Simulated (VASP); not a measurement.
# H (P6_3/mmc) in VASP: a series of runs

H is run at these levels: PBE; tasks: single point.

Program: VASP 6.6.1. These are calculated values, not measurements. Logs are shortened: lines on timing, memory, paths and dates and some standing lists are left out, and cuts for length are marked.

**1. The cell of the first run**

It takes space group P6_3/mmc (No. 194, hexagonal). Conventional cell: a = 3.744 Å, b = 3.744 Å, c = 5.173 Å, α = 90.00°, β = 90.00°, γ = 120.00°. Within 1.0 Å of H (site symmetry 3m) lie 1 H at 0.76 Å.

**2. Single point, PBE (strain -0.025 along x and y, +0.025 along z)**

INCAR reads:

```
SYSTEM = H
  ALGO = Normal
  EDIFF = 1E-6
  ENCUT = 520
  GGA = PE
  ISIF = 2
  ISMEAR = 0
  LASPH = .TRUE.
  LCHARG = .FALSE.
  LREAL = .FALSE.
  LWAVE = .FALSE.
  NBANDS = 10
  NELM = 60
  PREC = Accurate
  SIGMA = 0.05
```

KPOINTS reads:

```
k-points
0
G
  9 9 6
  0 0 0
```

POSCAR reads:

```
H
1.0
    3.7441271620      0.0000000000      0.0000000000
   -1.8720635810      3.2425092373      0.0000000000
    0.0000000000      0.0000000000      5.1728280887
H
4
Direct
    0.3333333333      0.6666666667      0.1764958800
    0.6666666667      0.3333333333      0.6764958800
    0.6666666667      0.3333333333      0.8235041200
    0.3333333333      0.6666666667      0.3235041200
```

Potentials or basis: VASP PAW PBE potentials, release 64 (H).

Command:

```bash
$ cat potpaw_PBE.64/H/POTCAR > POTCAR
$ mpirun -np 1 vasp_std > vasp.out
```

OUTCAR:

```text
SYSTEM = H
   EDIFF = 1E-6
   ENCUT = 520
   GGA = PE
   ISIF = 2
   ISMEAR = 0
   LASPH = .TRUE.
   LREAL = .FALSE.
   NELM = 60
   PREC = Accurate

 ion  position               nearest neighbor table
   1  0.333  0.667  0.176-   4 0.76
   2  0.667  0.333  0.676-   3 0.76
   3  0.667  0.333  0.824-   2 0.76
   4  0.333  0.667  0.324-   1 0.76

  LATTYP: Found a hexagonal cell.
 ALAT       =     3.7441271620
 C/A-ratio  =     1.3815845095

  Lattice vectors:

 A1 = (   3.7441271620,   0.0000000000,   0.0000000000)
 A2 = (  -1.8720635810,   3.2425092373,   0.0000000000)
 A3 = (   0.0000000000,   0.0000000000,   5.1728280887)

Analysis of symmetry for initial positions (statically):
=====================================================================
 Subroutine PRICEL returns:
 Original cell was already a primitive cell.

 Routine SETGRP: Setting up the symmetry group for a
 hexagonal supercell.

 Subroutine GETGRP returns: Found 24 space group operations
 (whereof 12 operations were pure point group operations)
 out of a pool of 24 trial point group operations.

The static configuration has the point symmetry D_3d.
 The point group associated with its full space group is D_6h.

Analysis of symmetry for dynamics (positions and initial velocities):
=====================================================================
 Subroutine PRICEL returns:
 Original cell was already a primitive cell.

 Routine SETGRP: Setting up the symmetry group for a
 hexagonal supercell.

 Subroutine GETGRP returns: Found 24 space group operations
 (whereof 12 operations were pure point group operations)
 out of a pool of 24 trial point group operations.

The dynamic configuration has the point symmetry D_3d.
 The point group associated with its full space group is D_6h.

 Subroutine INISYM returns: Found 24 space group operations
 (whereof 12 operations are pure point group operations),
 and found     1 'primitive' translations

----------------------------------------------------------------------------------------

                                     Primitive cell

  volume of cell :      62.8000

  direct lattice vectors                    reciprocal lattice vectors
     3.744127162  0.000000000  0.000000000     0.267084946  0.154201565  0.000000000
    -1.872063581  3.242509237  0.000000000     0.000000000  0.308403131  0.000000000
     0.000000000  0.000000000  5.172828089     0.000000000  0.000000000  0.193317849

  length of vectors
     3.744127162  3.744127162  5.172828089     0.308403131  0.308403131  0.193317849

  position of ions in fractional coordinates (direct lattice)
     0.333333333  0.666666667  0.176495880
     0.666666667  0.333333333  0.676495880
     0.666666667  0.333333333  0.823504120
     0.333333333  0.666666667  0.323504120

  ion indices of the primitive-cell ions
   primitive index   ion index
                 1           1
                 2           2
                 3           3
                 4           4

----------------------------------------------------------------------------------------

 KPOINTS: k-points

Automatic generation of k-mesh.
 Grid dimensions read from file:
 generate k-points for:    9    9    6

 Generating k-lattice:

  Cartesian coordinates                     Fractional coordinates (reciprocal lattice)
     0.029676105  0.017133507  0.000000000     0.111111111  0.000000000  0.000000000
     0.000000000  0.034267015  0.000000000     0.000000000  0.111111111  0.000000000
     0.000000000  0.000000000  0.032219642     0.000000000  0.000000000  0.166666667

  Length of vectors
     0.034267015  0.034267015  0.032219642

  Shift w.r.t. Gamma in fractional coordinates (k-lattice)
     0.000000000  0.000000000  0.000000000

 Subroutine IBZKPT returns following result:
 ===========================================

 Found     48 irreducible k-points:

 Following reciprocal coordinates:
            Coordinates               Weight
  0.000000  0.000000  0.000000      1.000000
  0.111111  0.000000  0.000000      6.000000
  0.222222 -0.000000  0.000000      6.000000
  0.333333  0.000000  0.000000      6.000000
  0.444444 -0.000000  0.000000      6.000000
  0.111111  0.111111  0.000000      6.000000
[... 16 lines left out ...]
  0.333333  0.222222  0.166667     24.000000
  0.333333  0.333333  0.166667      4.000000
 [... further k-points ...]
   k-points           NKPTS =     48   k-points in BZ     NKDIM =     48   number of bands    NBANDS=     10
   number of dos      NEDOS =    301   number of ions     NIONS =      4
   total plane-waves  NPLWV =  31360
   dimension x,y,z NGX =    28 NGY =   28 NGZ =   40
   dimension x,y,z NGXF=    56 NGYF=   56 NGZF=   80
   ions per type =               4
   NGX,Y,Z   is equivalent  to a cutoff of  12.43, 12.43, 12.86 a.u.
   NGXF,Y,Z  is equivalent  to a cutoff of  24.87, 24.87, 25.71 a.u.
 SYSTEM =  H
   PREC   = accura    normal or accurate (medium, high low for compatibility)
   ISTART =      0    job   : 0-new  1-cont  2-samecut
   ICHARG =      2    charge: 1-file 2-atom 10-const
   ISPIN  =      1    spin polarized calculation?
   LNONCOLLINEAR =      F non collinear calculations
   LSORBIT =      F    spin-orbit coupling
   LASPH  =      T    aspherical Exc in radial PAW
   ENCUT  =  520.0 eV  38.22 Ry    6.18 a.u.   6.96  6.96  9.62*2*pi/ulx,y,z
   NELM   =     60;   NELMIN=  2; NELMDL= -5     # of ELM steps
   EDIFF  = 0.1E-05   stopping-criterion for ELM
   LREAL  =      F    real-space projection
   EDIFFG = 0.1E-04   stopping-criterion for IOM
   NSW    =      0    number of steps for IOM
   IBRION =     -1    ionic relax: 0-MD 1-quasi-New 2-CG
   NFREE  =      0    steps in history (QN), initial steepest desc. (CG)
   ISIF   =      2    stress and relaxation
   ISYM   =      2    0-nonsym 1-usesym 2-fastsym
   POTIM  = 0.5000    time-step for ionic-motion
   TEBEG  =    0.0;   TEEND  =   0.0 temperature during run
   PSTRESS=    0.0 pullay stress
   NELECT =       4.0000    total number of electrons
   NUPDOWN=      -1.0000    fix difference up-down
   EMIN   =  10.00;   EMAX   =-10.00  energy-range for DOS
   EFERMI =   0.00;   METHOD = LEGACY
   ISMEAR =     0;   SIGMA  =   0.05  broadening in eV -4-tet -1-fermi 0-gaus
   EFERMI_NEDOS =   21; number of points for ismear=-14 and -15
   IALGO  =     38    algorithm
   IMIX   =      4    mixing-type and parameters
     AMIX     =   0.40;   BMIX     =  1.00
     AMIX_MAG =   1.60;   BMIX_MAG =  1.00
  volume/ion in A,a.u.               =      15.70       105.95
  Fermi-wavevector in a.u.,A,eV,Ry     =   0.653795  1.235493  5.815780  0.427448
  Thomas-Fermi vector in A             =   1.724148
   LORBIT       =      0    0 simple, 1 ext, 2 COOP (PROOUT), +10 PAW based schemes
   GGA     = PE    functional components
   LHFCALC =     F    Hartree Fock is set to
   AEXX    =    0.0000 exact exchange contribution
   IVDW    =     0    specifies the selected vdW correction
   LEPSILON=     F    determine dielectric tensor
   LRPA    =     F    only Hartree local field effects (RPA)
 non-spin polarized calculation
 Gauss-broadening in eV      SIGMA  =   0.05
  energy-cutoff  :      520.00
  volume of cell :       62.80
 maximum number of plane-waves:      1711
 NGX is ok and might be reduce to    28
   NGX = 13   NGY = 13   NGZ = 19

 number of electron       4.0000000 magnetization

 Free energy of the ion-electron system (eV)
  ---------------------------------------------------
  ext. energy  EPLUGINS =         0.00000000
  ---------------------------------------------------
  free energy    TOTEN  =       -13.57360563 eV

  energy without entropy =      -13.57360563  energy(sigma->0) =      -13.57360563

 E-fermi :  -8.5619     XC(G=0):  -4.6524

 val. band max:       -8.8383355322   @ k =   0.1111   0.0000   0.0000
 cond. band min:       0.1599964216   @ k =   0.0000   0.0000   0.0000
 fundamental gap:      8.9983319538
 Fermi energy:        -8.5619106283

 k-point     1 :       0.0000    0.0000    0.0000
  band No.  band energies     occupation
      1     -10.2582      2.00000
      2      -8.8404      2.00000
      3       0.1600      0.00000
      4       3.3123      0.00000
      5       6.2846      0.00000
      6       7.6260      0.00000
      7       8.8818      0.00000
      8       8.8818      0.00000
      9      10.2595      0.00000
     10      10.2595      0.00000

 k-point     2 :       0.1111    0.0000    0.0000
  band No.  band energies     occupation
      1     -10.1876      2.00000
      2      -8.8383      2.00000
      3       0.3123      0.00000
      4       3.1015      0.00000
      5       5.6624      0.00000
      6       7.3470      0.00000
      7       8.1541      0.00000
      8       8.7137      0.00000
      9      11.0032      0.00000
     10      11.0613      0.00000

 k-point     3 :       0.2222   -0.0000    0.0000
  band No.  band energies     occupation
      1      -9.9920      2.00000
      2      -8.8445      2.00000
      3       0.7619      0.00000
      4       2.5652      0.00000
      5       4.6411      0.00000
      6       6.5552      0.00000
      7       7.2439      0.00000
      8       8.3040      0.00000
      9      10.8728      0.00000
     10      11.4156      0.00000

 k-point     4 :       0.3333    0.0000    0.0000
  band No.  band energies     occupation
      1      -9.7227      2.00000
      2      -8.8904      2.00000
      3       1.4759      0.00000
      4       1.9292      0.00000
      5       3.9297      0.00000
      6       5.4148      0.00000
      7       6.5974      0.00000
      8       7.8534      0.00000
      9       9.6643      0.00000
     10      10.7128      0.00000

 k-point     5 :       0.4444   -0.0000    0.0000
  band No.  band energies     occupation
      1      -9.4819      2.00000
      2      -8.9799      2.00000
      3       1.5032      0.00000
      4       2.3011      0.00000
      5       3.6082      0.00000
      6       4.2965      0.00000
      7       6.2678      0.00000
      8       7.5747      0.00000
      9       9.0148      0.00000
     10      10.2112      0.00000

 k-point     6 :       0.1111    0.1111    0.0000
  band No.  band energies     occupation
      1     -10.0542      2.00000
      2      -8.8402      2.00000
      3       0.6135      0.00000
      4       2.7454      0.00000
      5       4.9022      0.00000
      6       6.8250      0.00000
      7       7.1279      0.00000
      8       8.8542      0.00000
      9      11.2282      0.00000
     10      11.6414      0.00000
[... 183 lines left out ...]
 k-point    21 :       0.4444    0.1111    0.1667
  band No.  band energies     occupation
      1      -9.3736      2.00000
      2      -9.0380      2.00000
      3       1.2622      0.00000
      4       2.5094      0.00000
      5       2.9675      0.00000
      6       5.4886      0.00000
      7       5.5111      0.00000
      8       6.9613      0.00000
      9       9.2834      0.00000
     10      10.7209      0.00000

 k-point    22 :       0.2222    0.2222    0.1667
  band No.  band energies     occupation
      1      -9.5381      2.00000
      2      -8.9711      2.00000
      3       1.5697      0.00000
      4       1.8105      0.00000
      5       4.1227      0.00000
      6       4.4578      0.00000
      7       6.3870      0.00000
      8       6.8014      0.00000
      9      10.3939      0.00000
     10      11.7552      0.00000

 k-point    23 :       0.3333    0.2222    0.1667
  band No.  band energies     occupation
      1      -9.3306      2.00000
      2      -9.0523      2.00000
      3       1.6191      0.00000
      4       2.2377      0.00000
      5       3.0711      0.00000
      6       4.7627      0.00000
      7       5.6003      0.00000
      8       6.0890      0.00000
      9       9.9116      0.00000
     10      11.5654      0.00000

 k-point    24 :       0.3333    0.3333    0.1667
  band No.  band energies     occupation
      1      -9.1690      2.00000
      2      -9.1690      2.00000
      3       1.9383      0.00000
      4       2.4517      0.00000
      5       2.4517      0.00000
      6       5.0703      0.00000
      7       5.0703      0.00000
      8       5.6140      0.00000
      9       9.4880      0.00000
     10      13.0069      0.00000

 [... further k-points ...]
[... 5 lines left out ...]
  --------------------------------------------------------------------------------------
  -------------------------------------------------------------------------------------
  Total       -0.0356655     -0.0356655     -0.5654082      0.0000000     -0.0000000      0.0000000
  in kB       -0.9099119     -0.9099119    -14.4248999      0.0000000     -0.0000000      0.0000000
  external PRESSURE =      -5.4149079 kB  Pullay stress =       0.0000000 kB

 VOLUME and BASIS-vectors are now :
 -----------------------------------------------------------------------------
  energy-cutoff  :      520.00
  volume of cell :       62.80
      direct lattice vectors                 reciprocal lattice vectors
     3.744127162  0.000000000  0.000000000     0.267084946  0.154201565  0.000000000
    -1.872063581  3.242509237  0.000000000     0.000000000  0.308403131  0.000000000
     0.000000000  0.000000000  5.172828089     0.000000000  0.000000000  0.193317849

 POSITION                                       TOTAL-FORCE (eV/Angst)
 -----------------------------------------------------------------------------------
     -0.00000      2.16167      0.91298        -0.000000      0.000000      0.336792
      1.87206      1.08084      3.49940         0.000000      0.000000      0.336792
      1.87206      1.08084      4.25985         0.000000      0.000000     -0.336792
     -0.00000      2.16167      1.67343        -0.000000     -0.000000     -0.336792
 -----------------------------------------------------------------------------------
    total drift:                               -0.000000      0.000000     -0.000000

  FREE ENERGIE OF THE ION-ELECTRON SYSTEM (eV)
  ---------------------------------------------------
  free  energy   TOTEN  =       -13.5736056302 eV

  energy  without entropy=      -13.5736056302  energy(sigma->0) =      -13.57360563
```

Run time: 16 s. Hardware: 1 thread of Intel Xeon Platinum 8375C at 2.90GHz (Ice Lake), shared host; peak memory 0.17 GiB.

Results:

| Item | Value |
| --- | --- |
| Free energy | -13.5736 eV |
| Pressure | -0.5 GPa |
| Largest force | 0.337 eV/Å |
| Band gap on the k mesh | 9.00 eV, indirect (the least direct gap lies 2.1 meV higher) |

Forces on the atoms (eV/Å):
```
H    0.000  0.000  0.337
H    0.000  0.000  0.337
H    0.000  0.000 -0.337
H    0.000  0.000 -0.337
```

Levels at points of the mesh, in eV from the valence-band top:
```csv
k point,band 1,band 2,band 3,band 4,band 5,band 6,band 7
"(0.00, 0.00, 0.00)",-1.42,0.00,9.00,12.15,15.12,16.46,17.72
"(0.00, 0.00, 0.50)",-0.78,-0.78,10.35,10.35,16.92,16.92,18.76
```

Caveat: the cell differs from its parent crystal (strain -0.025 along x and y, +0.025 along z). A k mesh can miss the band edges.

**3. Single point, PBE (strain -0.025 along x and y, +0.050 along z)**

INCAR reads:

```
  PREC = Accurate
  ENCUT = 520
  EDIFF = 1E-6
  ISMEAR = 0
  SIGMA = 0.05
  LREAL = False
  LASPH = True
  NELM = 100
  ALGO = Normal
  ISIF = 2
  LWAVE = False
  LCHARG = True
  GGA = PE
  LELF = True
  LVHAR = True
  NBANDS = 10
```

KPOINTS reads:

```
regular mesh
0
Gamma
  9 9 6
```

POSCAR: that of step 2 with these lines changed.

```diff
@@ -4,3 +4,3 @@
    -1.8720635810      3.2425092373      0.0000000000
-    0.0000000000      0.0000000000      5.1728280887
+    0.0000000000      0.0000000000      5.2989946275
 H
```

Potentials or basis: VASP PAW PBE potentials, release 64 (H).

Command:

```bash
$ cat potpaw_PBE.64/H/POTCAR > POTCAR
$ mpirun -np 1 vasp_std > vasp.out
```

It took 18 s on 1 thread of Intel Xeon Platinum 8375C at 2.90GHz (Ice Lake), shared host; peak memory 0.17 GiB.

It converged, with:

* Free energy: -13.5507 eV
* Pressure: -1.3 GPa
* Largest force: 0.898 eV/Å
* Band gap on the k mesh: 8.74 eV, indirect (least direct gap 8.75 eV)

Forces in eV/Å, atoms in the order of the input:
```
H    0.000  0.000  0.898
H    0.000  0.000  0.898
H    0.000  0.000 -0.898
H    0.000  0.000 -0.898
```

Stress tensor (GPa, compression positive):
```
-0.09  0.00  0.00
 0.00 -0.09  0.00
 0.00  0.00 -3.64
```

Levels at points of the mesh, in eV from the valence-band top:
```
           k point  band 1  band 2  band 3  band 4  band 5  band 6  band 7
(0.00, 0.00, 0.00)   -1.36   -0.01    8.74   12.06   14.97   16.00   17.69
(0.00, 0.00, 0.50)   -0.76   -0.76   10.17   10.17   16.51   16.51   18.67
```

Caveat: the cell differs from its parent crystal (strain -0.025 along x and y, +0.050 along z). A k mesh can miss the band edges.
